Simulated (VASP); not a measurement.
# KBr (I4mm) in VASP: notebook, part 2 of 2

VASP 6.6.1. Earlier steps stand in the parts before.

## Step 3: Single point, r2SCAN

POSCAR reads:

```
KBr
1.0
    0.0000000000      3.2925000000      3.2925000000
    3.2925000000      0.0000000000      3.2925000000
    3.2925000000      3.2925000000      0.0000000000
K Br
1 1
Direct
   -0.0170842825     -0.0170842825      0.0170842825
    0.5000000000      0.5000000000      0.5000000000
```

INCAR.step1 reads:

```
SYSTEM = KBr
PREC     = Accurate       ! precision mode
ENCUT    = 520            ! plane-wave cutoff, eV
ISMEAR   = 0              ! smearing method
SIGMA    = 0.05           ! smearing width, eV
LREAL    = .FALSE.        ! projectors in reciprocal space
LASPH    = .TRUE.         ! aspherical terms in the spheres
NELM     = 100            ! most SCF steps
NBANDS   = 15             ! bands
GGA      = PE             ! functional
ALGO     = Normal         ! electronic algorithm
EDIFF    = 1E-4           ! SCF threshold, eV
LWAVE    = .TRUE.         ! write WAVECAR
LCHARG   = .FALSE.        ! write CHGCAR
```

INCAR.step2 reads:

```
SYSTEM = KBr
PREC     = Accurate       ! precision mode
ENCUT    = 520            ! plane-wave cutoff, eV
EDIFF    = 1E-7           ! SCF threshold, eV
ISMEAR   = 0              ! smearing method
SIGMA    = 0.05           ! smearing width, eV
LREAL    = .FALSE.        ! projectors in reciprocal space
LASPH    = .TRUE.         ! aspherical terms in the spheres
NELM     = 100            ! most SCF steps
ALGO     = Normal         ! electronic algorithm
ISIF     = 2              ! what is computed and relaxed
LWAVE    = .FALSE.        ! write WAVECAR
LCHARG   = .TRUE.         ! write CHGCAR
METAGGA  = R2SCAN         ! meta-GGA
LMIXTAU  = .TRUE.       
LELF     = .TRUE.         ! ELF
LVHAR    = .TRUE.       
NBANDS   = 15             ! bands
ISTART   = 1
```

KPOINTS reads:

```
regular mesh
0
G
  6 6 6
  0 0 0
```

Potentials or basis: VASP PAW PBE potentials, release 64 (K_sv, Br).

Started as:

```bash
> cat potpaw_PBE.64/K_sv/POTCAR potpaw_PBE.64/Br/POTCAR > POTCAR
> cp INCAR.step1 INCAR
> mpirun -np 1 vasp_std > vasp.out
> cp INCAR.step2 INCAR
> mpirun -np 1 vasp_std > vasp.out
```

It took 3.9 min on 1 thread of Intel Xeon Platinum 8375C at 2.90GHz (Ice Lake), shared host; peak memory 0.22 GiB.

It converged, with:

```yaml
Free_energy: -23.2393 eV
Pressure: 0.3 GPa
Largest_force: 0.161 eV/Å
Band_gap_on_the_k_mesh: 5.10 eV
```

Forces in eV/Å, atoms in the order of the input:
```
K    0.000  0.000  0.161
Br   0.000  0.000 -0.161
```

Stress tensor (GPa, compression positive):
```
0.16 0.00 0.00
0.00 0.16 0.00
0.00 0.00 0.45
```

Levels at points of the mesh, in eV from the valence-band top:
| k point | band 5 | band 6 | band 7 | band 8 | band 9 | band 10 | band 11 | band 12 |
| --- | --- | --- | --- | --- | --- | --- | --- | --- |
| (0.00, 0.00, 0.00) | -11.57 | 0.00 | 0.00 | 0.00 | 5.10 | 8.25 | 8.25 | 8.25 |
| (0.50, 0.00, 0.00) | -11.31 | -1.18 | -0.33 | -0.33 | 7.15 | 8.89 | 10.47 | 10.53 |
| (0.50, 0.50, 0.00) | -11.60 | -0.82 | -0.29 | -0.29 | 6.36 | 8.06 | 9.94 | 10.23 |
| (0.00, 0.50, 0.50) | -11.60 | -0.83 | -0.29 | -0.29 | 6.37 | 8.05 | 10.18 | 10.23 |

Caveat: the cell differs from its parent crystal (all K atoms moved +0.113 Å, as atom 1 towards its neighbour atom 2 (Br) at 3.292 Å); the PAW data sets were made with another functional, which shifts forces and pressure a little.

## Step 4: Single point, r2SCAN

Changes to POSCAR since step 3:

```diff
@@ -8,3 +8,3 @@
 Direct
-   -0.0170842825     -0.0170842825      0.0170842825
+   -0.0056947608     -0.0056947608      0.0056947608
     0.5000000000      0.5000000000      0.5000000000
```

INCAR.step1 reads:

```
SYSTEM = KBr
PREC = Accurate ; ENCUT = 520
ISMEAR = 0 ; SIGMA = 0.05
LREAL = .FALSE. ; LASPH = .TRUE.
NELM = 60 ; NBANDS = 15
GGA = PE ; ALGO = Normal
EDIFF = 1E-4 ; LWAVE = .TRUE.
LCHARG = .FALSE.
```

INCAR.step2 reads:

```
SYSTEM = KBr
PREC = Accurate ; ENCUT = 520
EDIFF = 1E-7 ; ISMEAR = 0
SIGMA = 0.05 ; LREAL = .FALSE.
LASPH = .TRUE. ; NELM = 60
ALGO = Normal ; ISIF = 2
LWAVE = .FALSE. ; LCHARG = .FALSE.
METAGGA = R2SCAN ; LMIXTAU = .TRUE.
NBANDS = 15 ; ISTART = 1
```

KPOINTS is that of step 3.

Potentials or basis: VASP PAW PBE potentials, release 64 (K_sv, Br).

Started as:

```bash
> cat potpaw_PBE.64/K_sv/POTCAR potpaw_PBE.64/Br/POTCAR > POTCAR
> cp INCAR.step1 INCAR
> mpirun -np 1 vasp_std > vasp.out
> cp INCAR.step2 INCAR
> mpirun -np 1 vasp_std > vasp.out
```

OUTCAR:

```text
SYSTEM = KBr
   PREC = Accurate
   ENCUT = 520
   EDIFF = 1E-7
   ISMEAR = 0
   LREAL = .FALSE.
   LASPH = .TRUE.
   NELM = 60
   ISIF = 2
   METAGGA = R2SCAN
   ISTART = 1

 ion  position               nearest neighbor table
   1  0.994  0.994  0.006-   2 3.26   2 3.29   2 3.29   2 3.29   2 3.29
   2  0.500  0.500  0.500-   1 3.26   1 3.29   1 3.29   1 3.29   1 3.29

  LATTYP: Found a face centered cubic cell.
 ALAT       =     6.5850000000

  Lattice vectors:

[... 621 lines left out ...]

  FORCE on cell =-STRESS in cart. coord.  units (eV):
  Direction    XX          YY          ZZ          XY          YZ          ZX
  --------------------------------------------------------------------------------------
  -------------------------------------------------------------------------------------
  Total        0.0772314      0.0772314      0.0915420      0.0000000      0.0000000      0.0000000
  in kB        1.7333934      1.7333934      2.0545821      0.0000000      0.0000000      0.0000000
  external PRESSURE =       1.8404563 kB  Pullay stress =       0.0000000 kB

 VOLUME and BASIS-vectors are now :
 -----------------------------------------------------------------------------
  energy-cutoff  :      520.00
  volume of cell :       71.39
      direct lattice vectors                 reciprocal lattice vectors
     0.000000000  3.292500000  3.292500000    -0.151860289  0.151860289  0.151860289
     3.292500000  0.000000000  3.292500000     0.151860289 -0.151860289  0.151860289
     3.292500000  3.292500000  0.000000000     0.151860289  0.151860289 -0.151860289

 POSITION                                       TOTAL-FORCE (eV/Angst)
 -----------------------------------------------------------------------------------
      3.29250      3.29250      6.54750         0.000000      0.000000      0.051950
      3.29250      3.29250      3.29250         0.000000      0.000000     -0.051950
 -----------------------------------------------------------------------------------
    total drift:                                0.000000      0.000000     -0.000350

  FREE ENERGIE OF THE ION-ELECTRON SYSTEM (eV)
  ---------------------------------------------------
  free  energy   TOTEN  =       -23.2471876909 eV

  energy  without entropy=      -23.2471876909  energy(sigma->0) =      -23.24718769
```

OSZICAR.step1:

```text
N       E                     dE             d eps       ncg     rms          rms(c)
DAV:   1     0.992741204209E+02    0.99274E+02   -0.68427E+03   900   0.929E+02
DAV:   2    -0.340542397122E+00   -0.99615E+02   -0.91808E+02  1147   0.228E+02
DAV:   3    -0.616341007039E+01   -0.58229E+01   -0.57915E+01  1257   0.496E+01
DAV:   4    -0.638165409178E+01   -0.21824E+00   -0.21817E+00  1305   0.853E+00
DAV:   5    -0.638298753184E+01   -0.13334E-02   -0.13334E-02  1271   0.831E-01    0.315E+00
DAV:   6    -0.621267686499E+01    0.17031E+00   -0.21644E-01  1103   0.223E+00    0.230E+00
DAV:   7    -0.620165356149E+01    0.11023E-01   -0.10706E-01  1229   0.176E+00    0.103E+00
DAV:   8    -0.621053540832E+01   -0.88818E-02   -0.12074E-02   990   0.792E-01    0.110E-01
DAV:   9    -0.621137128548E+01   -0.83588E-03   -0.84121E-04  1194   0.178E-01    0.787E-02
DAV:  10    -0.621163064894E+01   -0.25936E-03   -0.25586E-04   927   0.921E-02    0.112E-02
DAV:  11    -0.621164725322E+01   -0.16604E-04   -0.20936E-05   870   0.288E-02
   1 F= -.62116473E+01 E0= -.62116473E+01  d E =-.209401E-15
```

Wall time 4.3 min (1 thread of Intel Xeon Platinum 8375C at 2.90GHz (Ice Lake), shared host); peak memory 0.22 GiB.

What came out:

```
Free energy            : -23.2472 eV
Pressure               : 0.2 GPa
Largest force          : 0.052 eV/Å
Band gap on the k mesh : 5.10 eV
```

Forces in eV/Å, atoms in the order of the input:
```
K    0.000  0.000  0.052
Br   0.000  0.000 -0.052
```

Caveat: the cell differs from its parent crystal (all K atoms moved +0.037 Å, as atom 1 towards its neighbour atom 2 (Br) at 3.292 Å); the PAW data sets were made with another functional, which shifts forces and pressure a little.

## Step 5: Overview

| cell | gap on the mesh (eV) | pressure (GPa) | largest force (eV/Å) |
| --- | --- | --- | --- |
| as given, atomic positions A | 5.10 | 0.2 | 0.11 |
| as given, atomic positions B | 5.10 | 0.3 | 0.16 |
| as given, atomic positions C | 5.10 | 0.2 | 0.05 |

Alike in all rows: task single point; level r2SCAN; potentials or basis VASP PAW PBE potentials, release 64 (K_sv, Br); no spin polarisation; k mesh 6 × 6 × 6; cutoff (eV) 520; smearing gaussian 0.05 eV.

Caveats: the PAW data sets were made with another functional, which shifts forces and pressure a little.

Absolute energies hang on the potentials; compare differences alone.
